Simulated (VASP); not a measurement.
A run of VASP 6.6.1 is set up as follows.

Contents of INCAR:

```
SYSTEM = KF
PREC     = Accurate       ! precision mode
ENCUT    = 520            ! plane-wave cutoff, eV
EDIFF    = 1E-7           ! SCF threshold, eV
ISMEAR   = 0              ! smearing method
SIGMA    = 0.02           ! smearing width, eV
LREAL    = .FALSE.        ! projectors in reciprocal space
LASPH    = .TRUE.         ! aspherical terms in the spheres
NELM     = 60             ! most SCF steps
ALGO     = Normal         ! electronic algorithm
ISIF     = 2              ! what is computed and relaxed
LWAVE    = .FALSE.        ! write WAVECAR
LCHARG   = .TRUE.         ! write CHGCAR
GGA      = PE             ! functional
LELF     = .TRUE.         ! ELF
LVHAR    = .TRUE.       
NBANDS   = 24             ! bands
```

KPOINTS

```
regular mesh
0
G
  6 6 4
  0 0 0
```

File POSCAR:

```
KF
1.0
    2.7916422173      2.7916422173      0.0000000000
   -2.7916422173      2.7916422173      0.0000000000
    0.0000000000      0.0000000000      5.3479904682
K F
2 2
Direct
    0.0000000000      0.0000000000      0.0000000000
    0.5000000000      0.5000000000      0.5000000000
    0.5000000000      0.5000000000      0.0000000000
    0.0000000000      0.0000000000      0.5000000000
```

Potentials or basis: VASP PAW PBE potentials, release 64 (K_sv, F).

Run with:

```sh
$ cat potpaw_PBE.64/K_sv/POTCAR potpaw_PBE.64/F/POTCAR > POTCAR
$ mpirun -np 1 vasp_std > vasp.out
```

(1) What does it give for the pressure?

(2) Estimate the band gap on the k mesh.

Results:

(1) -1.1 GPa.

(2) 5.69 eV.

Caveat: the cell differs from its parent crystal (biaxial strain in the a-b plane: +3.0 %, then relaxed in part).
